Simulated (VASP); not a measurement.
# Tc (Fm-3m) in VASP: further runs, part 2 of 3

VASP 6.6.1. The steps go on from the part before.

## (3) Single point, revPBE

POSCAR reads:

```
Tc
1.0
    0.0000000000      1.9500000000      1.9500000000
    1.9500000000      0.0000000000      1.9500000000
    1.9500000000      1.9500000000      0.0000000000
Tc
1
Direct
    0.0000000000      0.0000000000      0.0000000000
```

INCAR.step1 reads:

```
SYSTEM = Tc
GGA      = RE             ! functional
ISMEAR   = 1              ! smearing method
SIGMA    = 0.1            ! smearing width, eV
LWAVE    = .FALSE.        ! write WAVECAR
LCHARG   = .TRUE.         ! write CHGCAR
NBANDS   = 20             ! bands
PREC     = Accurate       ! precision mode
LASPH    = .TRUE.         ! aspherical terms in the spheres
LREAL    = .FALSE.        ! projectors in reciprocal space
ALGO     = Normal         ! electronic algorithm
EDIFF    = 1E-6           ! SCF threshold, eV
NELM     = 120            ! most SCF steps
GGA_COMPAT= .FALSE.      
ENCUT    = 520            ! plane-wave cutoff, eV
LMAXMIX  = 4              ! l up to which the mixer works
```

KPOINTS.step1 reads:

```
k-points
0
Gamma
  13 13 13
```

INCAR.step2 reads:

```
SYSTEM = Tc
GGA      = RE             ! functional
ISMEAR   = -5             ! smearing method
LWAVE    = .FALSE.        ! write WAVECAR
LCHARG   = .FALSE.        ! write CHGCAR
NBANDS   = 20             ! bands
PREC     = Accurate       ! precision mode
LASPH    = .TRUE.         ! aspherical terms in the spheres
LREAL    = .FALSE.        ! projectors in reciprocal space
ALGO     = Normal         ! electronic algorithm
EDIFF    = 1E-6           ! SCF threshold, eV
NELM     = 120            ! most SCF steps
GGA_COMPAT= .FALSE.      
ENCUT    = 520            ! plane-wave cutoff, eV
LMAXMIX  = 4              ! l up to which the mixer works
NEDOS    = 4001           ! points of the DOS
LORBIT   = 11             ! projections on sites
EMIN     = -4.733       
EMAX     = 20.267       
ICHARG   = 11             ! starting density
```

KPOINTS.step2 reads:

```
Automatic mesh
0
Gamma
  35 35 35
  0 0 0
```

Potentials or basis: VASP PAW PBE potentials, release 64 (Tc_pv).

Launch:

```sh
$ cat potpaw_PBE.64/Tc_pv/POTCAR > POTCAR
$ cp INCAR.step1 INCAR
$ cp KPOINTS.step1 KPOINTS
$ mpirun -np 1 vasp_std > vasp.out
$ cp INCAR.step2 INCAR
$ cp KPOINTS.step2 KPOINTS
$ mpirun -np 1 vasp_std > vasp.out
```

OUTCAR:

```text
SYSTEM = Tc
   GGA = RE
   ISMEAR = -5
   PREC = Accurate
   LASPH = .TRUE.
   LREAL = .FALSE.
   EDIFF = 1E-6
   NELM = 120
   ENCUT = 520
   LORBIT = 11
   EMIN = -4.733
   ICHARG = 11

 ion  position               nearest neighbor table
   1  0.000  0.000  0.000-

  LATTYP: Found a face centered cubic cell.
 ALAT       =     3.9000000000

  Lattice vectors:

 A1 = (   0.0000000000,   1.9500000000,   1.9500000000)
 A2 = (   1.9500000000,   0.0000000000,   1.9500000000)
 A3 = (   1.9500000000,   1.9500000000,   0.0000000000)

Analysis of symmetry for initial positions (statically):
=====================================================================
 Subroutine PRICEL returns:
 Original cell was already a primitive cell.

 Routine SETGRP: Setting up the symmetry group for a
 face centered cubic supercell.

 Subroutine GETGRP returns: Found 48 space group operations
 (whereof 48 operations were pure point group operations)
 out of a pool of 48 trial point group operations.

The static configuration has the point symmetry O_h .

Analysis of symmetry for dynamics (positions and initial velocities):
=====================================================================
 Subroutine PRICEL returns:
 Original cell was already a primitive cell.

 Routine SETGRP: Setting up the symmetry group for a
 face centered cubic supercell.

 Subroutine GETGRP returns: Found 48 space group operations
 (whereof 48 operations were pure point group operations)
 out of a pool of 48 trial point group operations.

The dynamic configuration has the point symmetry O_h .

 Subroutine INISYM returns: Found 48 space group operations
 (whereof 48 operations are pure point group operations),
 and found     1 'primitive' translations

----------------------------------------------------------------------------------------

                                     Primitive cell

  volume of cell :      14.8297

  direct lattice vectors                    reciprocal lattice vectors
     0.000000000  1.950000000  1.950000000    -0.256410256  0.256410256  0.256410256
     1.950000000  0.000000000  1.950000000     0.256410256 -0.256410256  0.256410256
     1.950000000  1.950000000  0.000000000     0.256410256  0.256410256 -0.256410256

  length of vectors
     2.757716447  2.757716447  2.757716447     0.444115592  0.444115592  0.444115592

  position of ions in fractional coordinates (direct lattice)
     0.000000000  0.000000000  0.000000000

  ion indices of the primitive-cell ions
   primitive index   ion index
                 1           1

----------------------------------------------------------------------------------------

 KPOINTS: Automatic mesh

Automatic generation of k-mesh.
 Grid dimensions read from file:
 generate k-points for:   35   35   35

 Generating k-lattice:

  Cartesian coordinates                     Fractional coordinates (reciprocal lattice)
    -0.007326007  0.007326007  0.007326007     0.028571429  0.000000000  0.000000000
     0.007326007 -0.007326007  0.007326007     0.000000000  0.028571429  0.000000000
     0.007326007  0.007326007 -0.007326007     0.000000000  0.000000000  0.028571429

  Length of vectors
     0.012689017  0.012689017  0.012689017

  Shift w.r.t. Gamma in fractional coordinates (k-lattice)
     0.000000000  0.000000000  0.000000000

 TETIRR: Found   5679 inequivalent tetrahedra from   257250

 Subroutine IBZKPT returns following result:
 ===========================================

 Found   1140 irreducible k-points:

 Following reciprocal coordinates:
            Coordinates               Weight
  0.000000  0.000000  0.000000      1.000000
  0.028571  0.000000  0.000000      8.000000
  0.057143  0.000000  0.000000      8.000000
  0.085714  0.000000  0.000000      8.000000
  0.114286  0.000000  0.000000      8.000000
  0.142857  0.000000  0.000000      8.000000
[... 16 lines left out ...]
  0.142857  0.028571  0.000000     24.000000
  0.171429  0.028571  0.000000     24.000000
 [... further k-points ...]
   k-points           NKPTS =   1140   k-points in BZ     NKDIM =   1140   number of bands    NBANDS=     20
   number of dos      NEDOS =   4001   number of ions     NIONS =      1
   total plane-waves  NPLWV =  13824
   dimension x,y,z NGX =    24 NGY =   24 NGZ =   24
   dimension x,y,z NGXF=    48 NGYF=   48 NGZF=   48
   ions per type =               1
   NGX,Y,Z   is equivalent  to a cutoff of  14.47, 14.47, 14.47 a.u.
   NGXF,Y,Z  is equivalent  to a cutoff of  28.94, 28.94, 28.94 a.u.
 SYSTEM =  Tc
   PREC   = accura    normal or accurate (medium, high low for compatibility)
   ISTART =      0    job   : 0-new  1-cont  2-samecut
   ICHARG =     11    charge: 1-file 2-atom 10-const
   ISPIN  =      1    spin polarized calculation?
   LNONCOLLINEAR =      F non collinear calculations
   LSORBIT =      F    spin-orbit coupling
   LASPH  =      T    aspherical Exc in radial PAW
   ENCUT  =  520.0 eV  38.22 Ry    6.18 a.u.   5.13  5.13  5.13*2*pi/ulx,y,z
   NELM   =    120;   NELMIN=  2; NELMDL=  0     # of ELM steps
   EDIFF  = 0.1E-05   stopping-criterion for ELM
   LREAL  =      F    real-space projection
   EDIFFG = 0.1E-04   stopping-criterion for IOM
   NSW    =      0    number of steps for IOM
   IBRION =     -1    ionic relax: 0-MD 1-quasi-New 2-CG
   NFREE  =      0    steps in history (QN), initial steepest desc. (CG)
   ISIF   =      2    stress and relaxation
   ISYM   =      2    0-nonsym 1-usesym 2-fastsym
   POTIM  = 0.5000    time-step for ionic-motion
   TEBEG  =    0.0;   TEEND  =   0.0 temperature during run

   SCALEE = 1.0000    scale energy and forces
   PSTRESS=    0.0 pullay stress
   NELECT =      13.0000    total number of electrons
   NUPDOWN=      -1.0000    fix difference up-down
   EMIN   =  -4.73;   EMAX   = 20.27  energy-range for DOS
   EFERMI =   0.00;   METHOD = LEGACY
   ISMEAR =    -5;   SIGMA  =   0.20  broadening in eV -4-tet -1-fermi 0-gaus
   EFERMI_NEDOS =   21; number of points for ismear=-14 and -15
   IALGO  =     38    algorithm
   IMIX   =      4    mixing-type and parameters
     AMIX     =   0.40;   BMIX     =  1.00
     AMIX_MAG =   1.60;   BMIX_MAG =  1.00
  volume/ion in A,a.u.               =      14.83       100.08
  Fermi-wavevector in a.u.,A,eV,Ry     =   1.566792  2.960808 33.400086  2.454837
  Thomas-Fermi vector in A             =   2.669068
   LORBIT       =     11    0 simple, 1 ext, 2 COOP (PROOUT), +10 PAW based schemes
   GGA     = RE    functional components
   LHFCALC =     F    Hartree Fock is set to
   AEXX    =    0.0000 exact exchange contribution
   IVDW    =     0    specifies the selected vdW correction
   LEPSILON=     F    determine dielectric tensor
   LRPA    =     F    only Hartree local field effects (RPA)

   CSHIFT  =0.1000    complex shift for real part using Kramers Kronig

   OMEGAMAX=  -1.0    maximum frequency
 non-spin polarized calculation
 Fermi weights with tetrahedron method with Bloechl corrections
  energy-cutoff  :      520.00
  volume of cell :       14.83
 maximum number of plane-waves:       415
 NGX is ok and might be reduce to    24

 number of electron      13.0000001 magnetization

 Free energy of the ion-electron system (eV)
  ---------------------------------------------------
  ext. energy  EPLUGINS =         0.00000000
  ---------------------------------------------------
  free energy    TOTEN  =        -9.79261560 eV

  energy without entropy =       -9.79261560  energy(sigma->0) =       -9.79261560

 E-fermi :  12.2809     XC(G=0): -13.5457

 val. band max:       12.2839314815   @ k =  -0.2000   0.2571   0.1143
 cond. band min:      12.2362986210   @ k =  -0.1429   0.2286   0.0857
 fundamental gap:     -0.0476328605
 Fermi energy:        12.2808771081

 k-point     1 :       0.0000    0.0000    0.0000
  band No.  band energies     occupation
      1     -26.1236      2.00000
      2     -26.1236      2.00000
      3     -26.1236      2.00000
      4       4.9525      2.00000
      5      10.5704      2.00000
      6      10.5704      2.00000
[... 10 lines left out ...]
     17      44.7840      0.00000
     18      44.7840      0.00000
[... 463 lines left out ...]
 k-point    24 :       0.1714    0.0286    0.0000
  band No.  band energies     occupation
      1     -26.4075      2.00000
      2     -26.1695      2.00000
      3     -26.1567      2.00000
      4       5.9652      2.00000
      5      10.0755      2.00000
      6      10.9358      2.00000
[... 10 lines left out ...]
     17      41.7854      0.00000
     18      43.0102      0.00000

 [... further k-points ...]

 [bands above 18 left out]

------------------------ aborting loop because EDIFF is reached ----------------------------------------

  FORCE on cell =-STRESS in cart. coord.  units (eV):
  Direction    XX          YY          ZZ          XY          YZ          ZX
  --------------------------------------------------------------------------------------
  -------------------------------------------------------------------------------------
  Total       -0.3888415     -0.3888415     -0.3888415     -0.0000000     -0.0000000      0.0000000
  in kB      -42.0096843    -42.0096843    -42.0096843     -0.0000000     -0.0000000      0.0000000
  external PRESSURE =     -42.0096843 kB  Pullay stress =       0.0000000 kB

 VOLUME and BASIS-vectors are now :
 -----------------------------------------------------------------------------
  energy-cutoff  :      520.00
  volume of cell :       14.83
      direct lattice vectors                 reciprocal lattice vectors
     0.000000000  1.950000000  1.950000000    -0.256410256  0.256410256  0.256410256
     1.950000000  0.000000000  1.950000000     0.256410256 -0.256410256  0.256410256
     1.950000000  1.950000000  0.000000000     0.256410256  0.256410256 -0.256410256

 POSITION                                       TOTAL-FORCE (eV/Angst)
 -----------------------------------------------------------------------------------
      0.00000      0.00000      0.00000         0.000000      0.000000      0.000000
 -----------------------------------------------------------------------------------
    total drift:                                0.000000     -0.000000     -0.000000

  FREE ENERGIE OF THE ION-ELECTRON SYSTEM (eV)
  ---------------------------------------------------
  free  energy   TOTEN  =        -9.7926156017 eV

  energy  without entropy=       -9.7926156017  energy(sigma->0) =       -9.79261560

 total charge

# of ion       s       p       d       tot
------------------------------------------
    1        0.464   6.469   5.051  11.984
```

It took 57 s on 1 thread of Intel Xeon 6975P-C (Granite Rapids), shared host; peak memory 0.37 GiB.

What came out:

| Item | Value |
| --- | --- |
| Valence electrons inside the program's atomic spheres | Tc 11.98 |
| Density of states at the Fermi level | 1.21 states/eV/atom |

Levels at points of the mesh, in eV from the Fermi level:
| k point | band 4 | band 5 | band 6 | band 7 | band 8 | band 9 | band 10 | band 11 |
| --- | --- | --- | --- | --- | --- | --- | --- | --- |
| (0.00, 0.00, 0.00) | -7.33 | -1.71 | -1.71 | -1.71 | 0.79 | 0.79 | 14.02 | 19.47 |

Caveat: an empty level that is flat over the whole mesh can mark a ghost state of the potentials, or a narrow d or f band; the PAW data sets were made with another functional, which shifts forces and pressure a little; tetrahedron occupations give inexact forces and stress in metals.

[end of part 2 of 3]
